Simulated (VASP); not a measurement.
# KAlPb3 (Pm-3m) in VASP: notebook, part 2 of 3

VASP 6.6.1.

### 3 Single point, PBE

This run uses another cell than the first one, of 42.05 Å³/atom.

Contents of INCAR:

```
SYSTEM = KAlPb3
PREC = Accurate ; ENCUT = 500
EDIFF = 1E-6 ; ISMEAR = 0
SIGMA = 0.1 ; LREAL = .False.
LASPH = .True. ; NELM = 120
ALGO = Normal ; ISIF = 2
LWAVE = .False. ; LCHARG = .False.
GGA = PE ; NBANDS = 35
GGA_COMPAT = .False.
```

Contents of KPOINTS:

```
regular mesh
0
Gamma
  4 4 4
  0 0 0
```

Contents of POSCAR:

```
KAlPb3
1.0
    5.9463362391      0.0000000000      0.0000000000
    0.0000000000      5.9463362391      0.0000000000
    0.0000000000      0.0000000000      5.9463362391
K Al Pb
1 1 3
Direct
    0.5000000000      0.5000000000      0.5000000000
    0.0000000000      0.0000000000      0.0000000000
    0.0000000000      0.5000000000      0.5000000000
    0.5000000000      0.0000000000      0.5000000000
    0.5000000000      0.5000000000      0.0000000000
```

Potentials or basis: VASP PAW PBE potentials, release 64 (K_sv, Al, Pb_d).

Launch:

```bash
$ cat potpaw_PBE.64/K_sv/POTCAR potpaw_PBE.64/Al/POTCAR potpaw_PBE.64/Pb_d/POTCAR > POTCAR
$ mpirun -np 1 vasp_std > vasp.out
```

OUTCAR:

```text
SYSTEM = KAlPb3
   PREC = Accurate
   ENCUT = 500
   EDIFF = 1E-6
   ISMEAR = 0
   LREAL = .False.
   LASPH = .True.
   NELM = 120
   ISIF = 2
   GGA = PE

 ion  position               nearest neighbor table
   1  0.500  0.500  0.500-   3 2.97   4 2.97   5 2.97   5 2.97   4 2.97   3 2.97
   2  0.000  0.000  0.000-
   3  0.000  0.500  0.500-   1 2.97   1 2.97
   4  0.500  0.000  0.500-   1 2.97   1 2.97
   5  0.500  0.500  0.000-   1 2.97   1 2.97

[... 566 lines left out ...]
  --------------------------------------------------------------------------------------
  -------------------------------------------------------------------------------------
  Total        0.2895561      0.2895561      0.2895561      0.0000000      0.0000000      0.0000000
  in kB        2.2064542      2.2064542      2.2064542      0.0000000      0.0000000      0.0000000
  external PRESSURE =       2.2064542 kB  Pullay stress =       0.0000000 kB

 VOLUME and BASIS-vectors are now :
 -----------------------------------------------------------------------------
  energy-cutoff  :      500.00
  volume of cell :      210.26
      direct lattice vectors                 reciprocal lattice vectors
     5.946336239  0.000000000  0.000000000     0.168170779  0.000000000  0.000000000
     0.000000000  5.946336239  0.000000000     0.000000000  0.168170779  0.000000000
     0.000000000  0.000000000  5.946336239     0.000000000  0.000000000  0.168170779

 POSITION                                       TOTAL-FORCE (eV/Angst)
 -----------------------------------------------------------------------------------
      2.97317      2.97317      2.97317         0.000000      0.000000      0.000000
      0.00000      0.00000      0.00000         0.000000      0.000000      0.000000
      0.00000      2.97317      2.97317         0.000000      0.000000      0.000000
      2.97317      0.00000      2.97317         0.000000      0.000000      0.000000
      2.97317      2.97317      0.00000         0.000000      0.000000      0.000000
 -----------------------------------------------------------------------------------
    total drift:                                0.000000      0.000000     -0.000000

  FREE ENERGIE OF THE ION-ELECTRON SYSTEM (eV)
  ---------------------------------------------------
  free  energy   TOTEN  =       -10.0894053842 eV

  energy  without entropy=      -10.0870489973  energy(sigma->0) =      -10.08822719
```

OSZICAR:

```text
N       E                     dE             d eps       ncg     rms          rms(c)
DAV:   1     0.574747537668E+03    0.57475E+03   -0.23777E+04   700   0.144E+03
DAV:   2     0.455305898913E+02   -0.52922E+03   -0.51890E+03   709   0.423E+02
DAV:   3    -0.749219064939E+01   -0.53023E+02   -0.52365E+02  1045   0.163E+02
DAV:   4    -0.100287217575E+02   -0.25365E+01   -0.25277E+01   986   0.378E+01
DAV:   5    -0.101941550106E+02   -0.16543E+00   -0.16539E+00  1155   0.654E+00    0.118E+01
DAV:   6    -0.101022226944E+02    0.91932E-01   -0.19744E-01   942   0.328E+00    0.625E+00
DAV:   7    -0.100892567852E+02    0.12966E-01   -0.13494E-01   746   0.243E+00    0.498E-01
DAV:   8    -0.100892692493E+02   -0.12464E-04   -0.20966E-02   884   0.883E-01    0.881E-02
DAV:   9    -0.100893479220E+02   -0.78673E-04   -0.10664E-03  1038   0.132E-01    0.425E-02
DAV:  10    -0.100893999936E+02   -0.52072E-04   -0.16476E-04   887   0.847E-02    0.104E-02
DAV:  11    -0.100894053137E+02   -0.53201E-05   -0.14568E-05   703   0.210E-02    0.639E-03
DAV:  12    -0.100894053842E+02   -0.70544E-07   -0.21180E-06   466   0.107E-02
   1 F= -.10089405E+02 E0= -.10088227E+02  d E =-.235639E-02
```

stdout:

```text
POSCAR found type information on POSCAR K AlPb
 POSCAR found :  3 types and       5 ions
 scaLAPACK will be used
 LDA part: xc-table for (Slater+PW92), standard interpolation
 POSCAR, INCAR and KPOINTS ok, starting setup
 FFT: planning ... GRIDC
 FFT: planning ... GRID_SOFT
 FFT: planning ... GRID
 WAVECAR not read
 entering main loop
```

It took 1.7 min on 1 thread of Intel Xeon 8259CL, shared host; peak memory 0.35 GiB.

What came out:

| Item | Value |
| --- | --- |
| Free energy | -10.0894 eV |
| Pressure | 0.2 GPa |
| Band gap on the k mesh | zero (bands 27 and 28 overlap by 1.59 eV) |

Levels at points of the mesh, in eV from the Fermi level:
| k point | band 23 | band 24 | band 25 | band 26 | band 27 | band 28 | band 29 | band 30 | band 31 | band 32 |
| --- | --- | --- | --- | --- | --- | --- | --- | --- | --- | --- |
| (0.00, 0.00, 0.00) | -3.37 | -1.27 | -1.27 | -1.27 | 1.34 | 1.34 | 1.34 | 1.96 | 1.96 | 1.96 |
| (0.50, 0.00, 0.00) | -3.69 | -0.40 | -0.40 | -0.35 | -0.35 | -0.25 | 0.53 | 0.95 | 1.40 | 2.35 |
| (0.50, 0.50, 0.00) | -3.97 | -1.19 | -0.58 | -0.45 | -0.45 | 0.13 | 0.13 | 0.75 | 0.86 | 1.40 |
| (0.50, 0.50, 0.50) | -3.56 | -2.13 | -1.98 | -1.98 | -1.98 | 0.88 | 0.88 | 3.07 | 3.07 | 3.07 |

Caveat: spin-orbit coupling is left out, which moves the levels of the heavy elements.

### 4 Single point, PBE

This run uses another cell than the first one, of 43.30 Å³/atom.

Contents of INCAR:

```
SYSTEM = KAlPb3
PREC = Accurate
ENCUT = 500
EDIFF = 1E-6
ISMEAR = 0
SIGMA = 0.1
LREAL = .FALSE.
LASPH = .TRUE.
NELM = 120
ALGO = Normal
ISIF = 2
LWAVE = .FALSE.
LCHARG = .FALSE.
GGA = PE
NBANDS = 35
GGA_COMPAT = .FALSE.
```

Contents of KPOINTS:

```
Automatic mesh
0
G
  6 6 6
  0 0 0
```

POSCAR, as its differences from that of step 3:

```diff
@@ -2,5 +2,5 @@
 1.0
-    5.9463362391      0.0000000000      0.0000000000
-    0.0000000000      5.9463362391      0.0000000000
-    0.0000000000      0.0000000000      5.9463362391
+    6.0046096006      0.0000000000      0.0000000000
+    0.0000000000      6.0046096006      0.0000000000
+    0.0000000000      0.0000000000      6.0046096006
 K Al Pb
```

Potentials or basis: VASP PAW PBE potentials, release 64 (K_sv, Al, Pb_d).

Launch:

```bash
$ cat potpaw_PBE.64/K_sv/POTCAR potpaw_PBE.64/Al/POTCAR potpaw_PBE.64/Pb_d/POTCAR > POTCAR
$ mpirun -np 1 vasp_std > vasp.out
```

OUTCAR:

```text
SYSTEM = KAlPb3
   PREC = Accurate
   ENCUT = 500
   EDIFF = 1E-6
   ISMEAR = 0
   LREAL = .FALSE.
   LASPH = .TRUE.
   NELM = 120
   ISIF = 2
   GGA = PE

 ion  position               nearest neighbor table
   1  0.500  0.500  0.500-   3 3.00   4 3.00   5 3.00   5 3.00   4 3.00   3 3.00
   2  0.000  0.000  0.000-
   3  0.000  0.500  0.500-   1 3.00   1 3.00
   4  0.500  0.000  0.500-   1 3.00   1 3.00
   5  0.500  0.500  0.000-   1 3.00   1 3.00

  LATTYP: Found a simple cubic cell.
 ALAT       =     6.0046096006

  Lattice vectors:

 A1 = (   6.0046096006,   0.0000000000,   0.0000000000)
 A2 = (   0.0000000000,   6.0046096006,   0.0000000000)
 A3 = (   0.0000000000,   0.0000000000,   6.0046096006)

Analysis of symmetry for initial positions (statically):
=====================================================================
 Subroutine PRICEL returns:
 Original cell was already a primitive cell.

 Routine SETGRP: Setting up the symmetry group for a
 simple cubic supercell.

 Subroutine GETGRP returns: Found 48 space group operations
 (whereof 48 operations were pure point group operations)
 out of a pool of 48 trial point group operations.

The static configuration has the point symmetry O_h .

Analysis of symmetry for dynamics (positions and initial velocities):
=====================================================================
 Subroutine PRICEL returns:
 Original cell was already a primitive cell.

 Routine SETGRP: Setting up the symmetry group for a
 simple cubic supercell.

 Subroutine GETGRP returns: Found 48 space group operations
 (whereof 48 operations were pure point group operations)
 out of a pool of 48 trial point group operations.

The dynamic configuration has the point symmetry O_h .

 Subroutine INISYM returns: Found 48 space group operations
 (whereof 48 operations are pure point group operations),
 and found     1 'primitive' translations

----------------------------------------------------------------------------------------

                                     Primitive cell

  volume of cell :     216.4982

  direct lattice vectors                    reciprocal lattice vectors
     6.004609601  0.000000000  0.000000000     0.166538721  0.000000000  0.000000000
     0.000000000  6.004609601  0.000000000     0.000000000  0.166538721  0.000000000
     0.000000000  0.000000000  6.004609601     0.000000000  0.000000000  0.166538721

  length of vectors
     6.004609601  6.004609601  6.004609601     0.166538721  0.166538721  0.166538721

  position of ions in fractional coordinates (direct lattice)
     0.500000000  0.500000000  0.500000000
     0.000000000  0.000000000  0.000000000
     0.000000000  0.500000000  0.500000000
     0.500000000  0.000000000  0.500000000
     0.500000000  0.500000000  0.000000000

  ion indices of the primitive-cell ions
   primitive index   ion index
                 1           1
                 2           2
                 3           3
                 4           4
                 5           5

----------------------------------------------------------------------------------------

 KPOINTS: Automatic mesh

Automatic generation of k-mesh.
 Grid dimensions read from file:
 generate k-points for:    6    6    6

 Generating k-lattice:

  Cartesian coordinates                     Fractional coordinates (reciprocal lattice)
     0.027756453  0.000000000  0.000000000     0.166666667  0.000000000  0.000000000
     0.000000000  0.027756453  0.000000000     0.000000000  0.166666667  0.000000000
     0.000000000  0.000000000  0.027756453     0.000000000  0.000000000  0.166666667

  Length of vectors
     0.027756453  0.027756453  0.027756453

  Shift w.r.t. Gamma in fractional coordinates (k-lattice)
     0.000000000  0.000000000  0.000000000

 Subroutine IBZKPT returns following result:
 ===========================================

 Found     20 irreducible k-points:

 Following reciprocal coordinates:
            Coordinates               Weight
  0.000000  0.000000  0.000000      1.000000
  0.166667  0.000000  0.000000      6.000000
  0.333333  0.000000  0.000000      6.000000
  0.500000  0.000000  0.000000      3.000000
  0.166667  0.166667  0.000000     12.000000
  0.333333  0.166667  0.000000     24.000000
[... 12 lines left out ...]
  0.500000  0.500000  0.333333      6.000000
  0.500000  0.500000  0.500000      1.000000
   k-points           NKPTS =     20   k-points in BZ     NKDIM =     20   number of bands    NBANDS=     35
   number of dos      NEDOS =    301   number of ions     NIONS =      5
   total plane-waves  NPLWV = 110592
   dimension x,y,z NGX =    48 NGY =   48 NGZ =   48
   dimension x,y,z NGXF=    96 NGYF=   96 NGZF=   96
   ions per type =               1   1   3
   NGX,Y,Z   is equivalent  to a cutoff of  13.29, 13.29, 13.29 a.u.
   NGXF,Y,Z  is equivalent  to a cutoff of  26.58, 26.58, 26.58 a.u.
 SYSTEM =  KAlPb3
   PREC   = accura    normal or accurate (medium, high low for compatibility)
   ISTART =      0    job   : 0-new  1-cont  2-samecut
   ICHARG =      2    charge: 1-file 2-atom 10-const
   ISPIN  =      1    spin polarized calculation?
   LNONCOLLINEAR =      F non collinear calculations
   LSORBIT =      F    spin-orbit coupling
   LASPH  =      T    aspherical Exc in radial PAW
   ENCUT  =  500.0 eV  36.75 Ry    6.06 a.u.  10.95 10.95 10.95*2*pi/ulx,y,z
   NELM   =    120;   NELMIN=  2; NELMDL= -5     # of ELM steps
   EDIFF  = 0.1E-05   stopping-criterion for ELM
   LREAL  =      F    real-space projection
   EDIFFG = 0.1E-04   stopping-criterion for IOM
   NSW    =      0    number of steps for IOM
   IBRION =     -1    ionic relax: 0-MD 1-quasi-New 2-CG
   NFREE  =      0    steps in history (QN), initial steepest desc. (CG)
   ISIF   =      2    stress and relaxation
   ISYM   =      2    0-nonsym 1-usesym 2-fastsym
   POTIM  = 0.5000    time-step for ionic-motion
   TEBEG  =    0.0;   TEEND  =   0.0 temperature during run
   PSTRESS=    0.0 pullay stress
   NELECT =      54.0000    total number of electrons
   NUPDOWN=      -1.0000    fix difference up-down
   EMIN   =  10.00;   EMAX   =-10.00  energy-range for DOS
   EFERMI =   0.00;   METHOD = LEGACY
   ISMEAR =     0;   SIGMA  =   0.10  broadening in eV -4-tet -1-fermi 0-gaus
   EFERMI_NEDOS =   21; number of points for ismear=-14 and -15
   IALGO  =     38    algorithm
   IMIX   =      4    mixing-type and parameters
     AMIX     =   0.40;   BMIX     =  1.00
     AMIX_MAG =   1.60;   BMIX_MAG =  1.00
  volume/ion in A,a.u.               =      43.30       292.20
  Fermi-wavevector in a.u.,A,eV,Ry     =   1.030516  1.947392 14.448880  1.061963
  Thomas-Fermi vector in A             =   2.164618
   LORBIT       =      0    0 simple, 1 ext, 2 COOP (PROOUT), +10 PAW based schemes
   GGA     = PE    functional components
   LHFCALC =     F    Hartree Fock is set to
   AEXX    =    0.0000 exact exchange contribution
   IVDW    =     0    specifies the selected vdW correction
   LEPSILON=     F    determine dielectric tensor
   LRPA    =     F    only Hartree local field effects (RPA)
 non-spin polarized calculation
 Gauss-broadening in eV      SIGMA  =   0.10
  energy-cutoff  :      500.00
  volume of cell :      216.50
 maximum number of plane-waves:      5534
 NGX is ok and might be reduce to    48
   NGX = 21   NGY = 21   NGZ = 21

 number of electron      54.0000011 magnetization

 Free energy of the ion-electron system (eV)
  ---------------------------------------------------
  ext. energy  EPLUGINS =         0.00000000
  ---------------------------------------------------
  free energy    TOTEN  =       -10.05842325 eV

  energy without entropy =      -10.04284606  energy(sigma->0) =      -10.05063466

 E-fermi :   2.4577     XC(G=0):  -7.9030

 val. band max:        2.3956441701   @ k =   0.5000   0.1667   0.1667
 cond. band min:       2.4698444268   @ k =   0.3333   0.1667   0.1667
 fundamental gap:      0.0742002567
 Fermi energy:         2.4576977764

 k-point     1 :       0.0000    0.0000    0.0000
  band No.  band energies     occupation
      1     -28.3777      2.00000
      2     -14.7744      2.00000
      3     -14.7727      2.00000
      4     -14.7727      2.00000
      5     -14.7321      2.00000
      6     -14.7321      2.00000
[... 749 lines left out ...]
     34       5.5475      0.00000
     35       5.5475      0.00000

------------------------ aborting loop because EDIFF is reached ----------------------------------------

  FORCE on cell =-STRESS in cart. coord.  units (eV):
  Direction    XX          YY          ZZ          XY          YZ          ZX
  --------------------------------------------------------------------------------------
  -------------------------------------------------------------------------------------
  Total        0.0357652      0.0357652      0.0357652     -0.0000000     -0.0000000     -0.0000000
  in kB        0.2646775      0.2646775      0.2646775     -0.0000000     -0.0000000     -0.0000000
  external PRESSURE =       0.2646775 kB  Pullay stress =       0.0000000 kB

 VOLUME and BASIS-vectors are now :
 -----------------------------------------------------------------------------
  energy-cutoff  :      500.00
  volume of cell :      216.50
      direct lattice vectors                 reciprocal lattice vectors
     6.004609601  0.000000000  0.000000000     0.166538721  0.000000000  0.000000000
     0.000000000  6.004609601  0.000000000     0.000000000  0.166538721  0.000000000
     0.000000000  0.000000000  6.004609601     0.000000000  0.000000000  0.166538721

 POSITION                                       TOTAL-FORCE (eV/Angst)
 -----------------------------------------------------------------------------------
      3.00230      3.00230      3.00230         0.000000      0.000000      0.000000
      0.00000      0.00000      0.00000         0.000000      0.000000      0.000000
      0.00000      3.00230      3.00230         0.000000      0.000000      0.000000
      3.00230      0.00000      3.00230         0.000000      0.000000      0.000000
      3.00230      3.00230      0.00000         0.000000      0.000000      0.000000
 -----------------------------------------------------------------------------------
    total drift:                                0.000000      0.000000     -0.000000

  FREE ENERGIE OF THE ION-ELECTRON SYSTEM (eV)
  ---------------------------------------------------
  free  energy   TOTEN  =       -10.0584232473 eV

  energy  without entropy=      -10.0428460642  energy(sigma->0) =      -10.05063466
```

OSZICAR:

```text
N       E                     dE             d eps       ncg     rms          rms(c)
DAV:   1     0.572471990150E+03    0.57247E+03   -0.23838E+04  1400   0.143E+03
DAV:   2     0.458375033698E+02   -0.52663E+03   -0.51598E+03  1417   0.420E+02
DAV:   3    -0.740353554836E+01   -0.53241E+02   -0.52602E+02  2074   0.161E+02
DAV:   4    -0.999499207218E+01   -0.25915E+01   -0.25825E+01  1876   0.382E+01
DAV:   5    -0.101729487590E+02   -0.17796E+00   -0.17776E+00  2335   0.685E+00    0.116E+01
DAV:   6    -0.100698570543E+02    0.10309E+00   -0.20572E-01  1859   0.311E+00    0.581E+00
DAV:   7    -0.100578297605E+02    0.12027E-01   -0.13633E-01  1540   0.231E+00    0.642E-01
DAV:   8    -0.100583702720E+02   -0.54051E-03   -0.19381E-02  1895   0.776E-01    0.798E-02
DAV:   9    -0.100583528422E+02    0.17430E-04   -0.10006E-03  1935   0.142E-01    0.410E-02
DAV:  10    -0.100584203951E+02   -0.67553E-04   -0.19387E-04  1807   0.980E-02    0.160E-02
DAV:  11    -0.100584223205E+02   -0.19254E-05   -0.12428E-05  1557   0.230E-02    0.867E-03
DAV:  12    -0.100584232473E+02   -0.92686E-06   -0.31617E-06  1112   0.110E-02
   1 F= -.10058423E+02 E0= -.10050635E+02  d E =-.155772E-01
```

stdout:

```text
POSCAR found type information on POSCAR K AlPb
 POSCAR found :  3 types and       5 ions
 scaLAPACK will be used
 LDA part: xc-table for (Slater+PW92), standard interpolation
 POSCAR, INCAR and KPOINTS ok, starting setup
 FFT: planning ... GRIDC
 FFT: planning ... GRID_SOFT
 FFT: planning ... GRID
 WAVECAR not read
 entering main loop
```

It took 2.7 min on 1 thread of Intel Xeon 8259CL, shared host; peak memory 0.4 GiB.

Results:

```
Free energy            : -10.0584 eV
Pressure               : 0.0 GPa
Band gap on the k mesh : zero (bands 27 and 28 overlap by 1.56 eV)
```

Caveat: spin-orbit coupling is left out, which moves the levels of the heavy elements.

(Part 2 of 3 ends here.)
